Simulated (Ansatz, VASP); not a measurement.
**K in VASP and in Ansatz**

File INCAR:

```
PREC = Accurate ; ENCUT = 520
EDIFF = 1E-6 ; ISMEAR = -1
SIGMA = 0.05 ; LREAL = F
LASPH = T ; NELM = 80
ALGO = Normal ; ISIF = 2
LWAVE = F ; LCHARG = T
GGA = PE ; LELF = T
LVHAR = T ; NBANDS = 10
```

Contents of KPOINTS:

```
Automatic mesh
0
Gamma
  7 7 7
```

File POSCAR:

```
K
1.0
    0.0000000000      3.3460310793      3.3460310793
    3.3460310793      0.0000000000      3.3460310793
    3.3460310793      3.3460310793      0.0000000000
K
1
Direct
    0.0000000000      0.0000000000      0.0000000000
```

The input input.yaml:

```yaml
crystal:
  lattice:
    - [0.0, 3.3460310793, 3.3460310793]
    - [3.3460310793, 0.0, 3.3460310793]
    - [3.3460310793, 3.3460310793, 0.0]
  atoms:
    - { symbol: K, position: [0.0, 0.0, 0.0] }
kpoints:
  mp_grid: { grid: [7, 7, 7] }
scf:
  occupations: { method: fermi_dirac, width: 0.05 }
hamiltonian:
  xc: pbe
  pseudopotentials: { kind: all_electron, lapw: { basis_error: 0.0005 } }
output:
  forces: true
  stress: true
  eigenvalues: true
```

Change from the starting cell: volume scaled by 0.96.

Alike in both runs: task single point; functional PBE; k mesh 7 × 7 × 7; occupations fermi-dirac, width 0.05 eV; no spin polarisation.

|  | VASP | Ansatz |
| --- | --- | --- |
| version | VASP 6.6.1 | Ansatz 0.2.0 |
| potentials or method | VASP PAW PBE potentials, release 64 (K_sv), cutoff 520 eV | all-electron LAPW, scalar-relativistic |

```tsv
	VASP	Ansatz	Ansatz less VASP
gap on the k mesh at the Fermi level (eV)	none	none	-
pressure (GPa)	-0.1	-0.1	+0.01
```

A gap of «none» marks a metal or a gap that the smearing closes. Ansatz ran all-electron here, and VASP with PAW potentials.
